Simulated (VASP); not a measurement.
Wanted: the native input for a VASP 6.6.1 run.

```yaml
Task: relaxation of shape and atoms at fixed volume
Functional: LDA
Potentials_or_basis: VASP PAW LDA potentials, release 64 (Ca_sv)
Cutoff: 600 eV
k_mesh: 12 × 12 × 6
Occupations: fermi-dirac, width 0.05 eV
Spin: no spin polarisation
Dipole_correction: no
Further_INCAR_settings: ALGO = Normal; EDIFF = 1e-06; IBRION = 2; EDIFFG = -0.005; NSW = 50; ISIF = 4
```

The structure of Ca lies in POSCAR:

```
Ca
1.0
    3.1374578620      0.0000000000      0.0000000000
   -1.5687289310      2.7171182118      0.0000000000
    0.0000000000      0.0000000000      5.2060752775
Ca
2
Direct
    0.3333333333      0.6666666667      0.2500000000
    0.6666666667      0.3333333333      0.7500000000
```

This isn't the form of Ca at room conditions, which is fcc.

The input as run:

INCAR

```
PREC = Accurate
ENCUT = 600
EDIFF = 1E-6
ISMEAR = -1
SIGMA = 0.05
LREAL = False
LASPH = True
NELM = 60
ALGO = Normal
ISIF = 4
LWAVE = False
LCHARG = False
GGA = CA
IBRION = 2
NSW = 50
EDIFFG = -0.005
```

KPOINTS

```
Automatic mesh
0
Gamma
  12 12 6
```

Potentials or basis: VASP PAW LDA potentials, release 64 (Ca_sv).

Launch:

```console
$ cat potpaw_LDA.64/Ca_sv/POTCAR > POTCAR
$ mpirun -np 1 vasp_std > vasp.out
```

Results of the run:

| Quantity | Value |
| --- | --- |
| Energy gained by relaxing | 0.3 meV/atom |
| Ionic steps | 3 |
| Pressure after relaxing | 22.6 GPa |
| Band gap on the k mesh | zero (bands 10 and 11 overlap by 0.79 eV) |

Wall time 89 s on 1 thread of Intel Xeon 8259CL (shared host), peak memory 0.19 GiB.
